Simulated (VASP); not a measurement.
# MgB2 (P6/mmm) in VASP: a series of runs, part 2 of 2

VASP 6.6.1. Earlier steps stand in the parts before.

### 3 Single point, PBEsol+D3(BJ)

This run uses another cell than the first one, of 9.87 Å³/atom, 1.020 times its volume.

Input file INCAR:

```
PREC = Accurate
ENCUT = 520
EDIFF = 1E-6
ISMEAR = -1
SIGMA = 0.05
LREAL = False
LASPH = True
NELM = 100
ALGO = Normal
ISIF = 2
LWAVE = False
LCHARG = True
GGA = PS
IVDW = 12
LELF = True
LVHAR = True
NBANDS = 11
```

Input file KPOINTS:

```
regular mesh
0
Gamma
  10 10 8
```

Input file POSCAR:

```
MgB2
1.0
    3.1054310590      0.0000000000      0.0000000000
   -1.5527155295      2.6893821868      0.0000000000
    0.0000000000      0.0000000000      3.5463318058
Mg B
1 2
Direct
    0.0000000000      0.0000000000      0.0000000000
    0.6666666667      0.3333333333      0.5000000000
    0.3333333333      0.6666666667      0.5000000000
```

Potentials or basis: VASP PAW PBE potentials, release 64 (Mg, B).

On the command line:

```
cat potpaw_PBE.64/Mg/POTCAR potpaw_PBE.64/B/POTCAR > POTCAR
mpirun -np 1 vasp_std > vasp.out
```

OUTCAR:

```text
PREC = Accurate
   ENCUT = 520
   EDIFF = 1E-6
   ISMEAR = -1
   LREAL = False
   LASPH = True
   NELM = 100
   ISIF = 2
   GGA = PS
   IVDW = 12
 IVDW          = 12

 ion  position               nearest neighbor table
   1  0.000  0.000  0.000-   2 2.52   3 2.52   2 2.52   3 2.52   2 2.52   2 2.52   3 2.52   3 2.52
                             2 2.52   2 2.52   3 2.52   3 2.52
   2  0.667  0.333  0.500-   3 1.79   3 1.79   3 1.79   1 2.52   1 2.52   1 2.52   1 2.52   1 2.52
                             1 2.52
   3  0.333  0.667  0.500-   2 1.79   2 1.79   2 1.79   1 2.52   1 2.52   1 2.52   1 2.52   1 2.52
                             1 2.52

  LATTYP: Found a hexagonal cell.
 ALAT       =     3.1054310590
 C/A-ratio  =     1.1419773096

  Lattice vectors:

 A1 = (   3.1054310590,   0.0000000000,   0.0000000000)
 A2 = (  -1.5527155295,   2.6893821868,   0.0000000000)
 A3 = (   0.0000000000,   0.0000000000,   3.5463318058)

Analysis of symmetry for initial positions (statically):
=====================================================================
 Subroutine PRICEL returns:
 Original cell was already a primitive cell.

 Routine SETGRP: Setting up the symmetry group for a
 hexagonal supercell.

 Subroutine GETGRP returns: Found 24 space group operations
 (whereof 24 operations were pure point group operations)
 out of a pool of 24 trial point group operations.

The static configuration has the point symmetry D_6h.

Analysis of symmetry for dynamics (positions and initial velocities):
=====================================================================
 Subroutine PRICEL returns:
 Original cell was already a primitive cell.

 Routine SETGRP: Setting up the symmetry group for a
 hexagonal supercell.

 Subroutine GETGRP returns: Found 24 space group operations
 (whereof 24 operations were pure point group operations)
 out of a pool of 24 trial point group operations.

The dynamic configuration has the point symmetry D_6h.

 Subroutine INISYM returns: Found 24 space group operations
 (whereof 24 operations are pure point group operations),
 and found     1 'primitive' translations

----------------------------------------------------------------------------------------

                                     Primitive cell

  volume of cell :      29.6179

  direct lattice vectors                    reciprocal lattice vectors
     3.105431059  0.000000000  0.000000000     0.322016487  0.185916305  0.000000000
    -1.552715529  2.689382187  0.000000000     0.000000000  0.371832611  0.000000000
     0.000000000  0.000000000  3.546331806     0.000000000  0.000000000  0.281981511

  length of vectors
     3.105431059  3.105431059  3.546331806     0.371832611  0.371832611  0.281981511

  position of ions in fractional coordinates (direct lattice)
     0.000000000  0.000000000  0.000000000
     0.666666667  0.333333333  0.500000000
     0.333333333  0.666666667  0.500000000

  ion indices of the primitive-cell ions
   primitive index   ion index
                 1           1
                 2           2
                 3           3

----------------------------------------------------------------------------------------

 KPOINTS: regular mesh

Automatic generation of k-mesh.
 Grid dimensions read from file:
 generate k-points for:   10   10    8

[... 46 lines left out ...]
   number of dos      NEDOS =    301   number of ions     NIONS =      3
   total plane-waves  NPLWV =  16128
   dimension x,y,z NGX =    24 NGY =   24 NGZ =   28
   dimension x,y,z NGXF=    48 NGYF=   48 NGZF=   56
   ions per type =               1   2
   NGX,Y,Z   is equivalent  to a cutoff of  12.85, 12.85, 13.13 a.u.
   NGXF,Y,Z  is equivalent  to a cutoff of  25.70, 25.70, 26.25 a.u.
 SYSTEM =  unknown system
   PREC   = accura    normal or accurate (medium, high low for compatibility)
   ISTART =      0    job   : 0-new  1-cont  2-samecut
   ICHARG =      2    charge: 1-file 2-atom 10-const
   ISPIN  =      1    spin polarized calculation?
   LNONCOLLINEAR =      F non collinear calculations
   LSORBIT =      F    spin-orbit coupling
   LASPH  =      T    aspherical Exc in radial PAW
   ENCUT  =  520.0 eV  38.22 Ry    6.18 a.u.   5.77  5.77  6.59*2*pi/ulx,y,z
   NELM   =    100;   NELMIN=  2; NELMDL= -5     # of ELM steps
   EDIFF  = 0.1E-05   stopping-criterion for ELM
   LREAL  =      F    real-space projection
   EDIFFG = 0.1E-04   stopping-criterion for IOM
   NSW    =      0    number of steps for IOM
   IBRION =     -1    ionic relax: 0-MD 1-quasi-New 2-CG
   NFREE  =      0    steps in history (QN), initial steepest desc. (CG)
   ISIF   =      2    stress and relaxation
   ISYM   =      2    0-nonsym 1-usesym 2-fastsym
   POTIM  = 0.5000    time-step for ionic-motion
   TEBEG  =    0.0;   TEEND  =   0.0 temperature during run
   PSTRESS=    0.0 pullay stress
   NELECT =       8.0000    total number of electrons
   NUPDOWN=      -1.0000    fix difference up-down
   EMIN   =  10.00;   EMAX   =-10.00  energy-range for DOS
   EFERMI =   0.00;   METHOD = LEGACY
   ISMEAR =    -1;   SIGMA  =   0.05  broadening in eV -4-tet -1-fermi 0-gaus
   EFERMI_NEDOS =   21; number of points for ismear=-14 and -15
   IALGO  =     38    algorithm
   IMIX   =      4    mixing-type and parameters
     AMIX     =   0.40;   BMIX     =  1.00
     AMIX_MAG =   1.60;   BMIX_MAG =  1.00
  volume/ion in A,a.u.               =       9.87        66.62
  Fermi-wavevector in a.u.,A,eV,Ry     =   1.058247  1.999796 15.236973  1.119886
  Thomas-Fermi vector in A             =   2.193549
   LORBIT       =      0    0 simple, 1 ext, 2 COOP (PROOUT), +10 PAW based schemes
   GGA     = PS    functional components
   LHFCALC =     F    Hartree Fock is set to
   AEXX    =    0.0000 exact exchange contribution
   IVDW    =    12    specifies the selected vdW correction
   LEPSILON=     F    determine dielectric tensor
   LRPA    =     F    only Hartree local field effects (RPA)
 non-spin polarized calculation
  energy-cutoff  :      520.00
  volume of cell :       29.62
 maximum number of plane-waves:       812
 NGX is ok and might be reduce to    24
   NGX = 11   NGY = 11   NGZ = 13

 number of electron       8.0000000 magnetization

 Free energy of the ion-electron system (eV)
  ---------------------------------------------------
  ext. energy  EPLUGINS =         0.00000000
  ---------------------------------------------------
  free energy    TOTEN  =       -16.20203296 eV

  energy without entropy =      -16.19574560  energy(sigma->0) =      -16.19888928

 E-fermi :   5.1156     XC(G=0): -10.9139

 val. band max:        5.1029319705   @ k =   0.1000   0.0000   0.1250
 cond. band min:       5.1312520233   @ k =   0.3000   0.2000   0.0000
 fundamental gap:      0.0283200528
 Fermi energy:         5.1155902226

 k-point     1 :       0.0000    0.0000    0.0000
  band No.  band energies     occupation
      1      -7.2111      2.00000
      2       2.1719      2.00000
      3       5.4449      0.00276
      4       5.4449      0.00276
      5       6.6368      0.00000
      6      11.2697      0.00000
      7      11.2697      0.00000
      8      12.9694      0.00000
      9      14.8460      0.00000
     10      17.4085      0.00000
     11      20.9615      0.00000
[... 309 lines left out ...]
 k-point    24 :       0.4000    0.1000    0.1250
  band No.  band energies     occupation
      1      -3.6401      2.00000
      2      -1.9000      2.00000
      3       2.2893      2.00000
      4       4.4114      2.00000
      5       7.2382      0.00000
      6      10.1613      0.00000
      7      11.2568      0.00000
      8      13.1269      0.00000
      9      15.0163      0.00000
     10      18.2003      0.00000
     11      19.1629      0.00000

 [... further k-points ...]

------------------------ aborting loop because EDIFF is reached ----------------------------------------

 Edisp (eV)   -0.69005

 E8    (eV) :    -0.4204

  FORCE on cell =-STRESS in cart. coord.  units (eV):
  Direction    XX          YY          ZZ          XY          YZ          ZX
  --------------------------------------------------------------------------------------
  -------------------------------------------------------------------------------------
  Total      -1.82756    -1.82756    -1.68355    -0.00000    -0.00000     0.00000
  in kB     -98.86173   -98.86173   -91.07141    -0.00000    -0.00000     0.00000
  external pressure =      -96.26 kB  Pullay stress =        0.00 kB

 VOLUME and BASIS-vectors are now :
 -----------------------------------------------------------------------------
  energy-cutoff  :      520.00
  volume of cell :       29.62
      direct lattice vectors                 reciprocal lattice vectors
     3.105431059  0.000000000  0.000000000     0.322016487  0.185916305  0.000000000
    -1.552715529  2.689382187  0.000000000     0.000000000  0.371832611  0.000000000
     0.000000000  0.000000000  3.546331806     0.000000000  0.000000000  0.281981511

 POSITION                                       TOTAL-FORCE (eV/Angst)
 -----------------------------------------------------------------------------------
      0.00000      0.00000      0.00000         0.000000     -0.000000      0.000000
      1.55272      0.89646      1.77317        -0.000000      0.000000      0.000000
     -0.00000      1.79292      1.77317        -0.000000     -0.000000      0.000000
 -----------------------------------------------------------------------------------
    total drift:                                0.000000     -0.000000      0.000000

  FREE ENERGIE OF THE ION-ELECTRON SYSTEM (eV)
  ---------------------------------------------------
  free  energy   TOTEN  =       -16.8920838335 eV

  energy  without entropy=      -16.8857964697  energy(sigma->0) =      -16.88894015
```

stdout:

```text
POSCAR found type information on POSCAR MgB
 POSCAR found :  2 types and       3 ions
 scaLAPACK will be used
 -----------------------------------------------------------------------------
|                                                                             |
|                                                                             |
|     You enforced a specific xc type in the INCAR file but a different       |
|     I HOPE YOU KNOW WHAT YOU ARE DOING!                                     |
|                                                                             |
 -----------------------------------------------------------------------------

 LDA part: xc-table for (Slater+PW92), standard interpolation
 POSCAR, INCAR and KPOINTS ok, starting setup
 FFT: planning ... GRIDC
 FFT: planning ... GRID_SOFT
 FFT: planning ... GRID
 WAVECAR not read
 entering main loop
```

Run time: 14 s. Hardware: 1 thread of Intel Xeon 6975P-C, shared host; peak memory 0.17 GiB.

Results:

```
Free energy                : -16.8921 eV
Pressure                   : -9.6 GPa
Band gap on the k mesh     : zero (band 4 reaches 6.19 eV, above the bottom of band 5 at 3.75 eV)
Dispersion energy per atom : -0.230 eV
```

Stress tensor (GPa, compression positive):
```
-9.89  0.00  0.00
 0.00 -9.89  0.00
 0.00  0.00 -9.11
```

Levels at points of the mesh, in eV from the Fermi level:
```csv
k point,band 2,band 3,band 4,band 5,band 6,band 7
"(0.00, 0.00, 0.00)",-2.94,0.33,0.33,1.52,6.15,6.15
"(0.50, 0.00, 0.00)",-7.79,-2.18,0.18,2.98,3.73,5.15
"(0.00, 0.00, 0.50)",-7.40,0.70,0.70,6.50,6.50,7.78
"(0.50, 0.00, 0.50)",-6.89,-3.58,-1.88,-1.36,5.51,8.50
```

Caveat: the PAW data sets were made with another functional, which shifts forces and pressure a little; pairwise dispersion overbinds metals, which lowers pressure and volume.
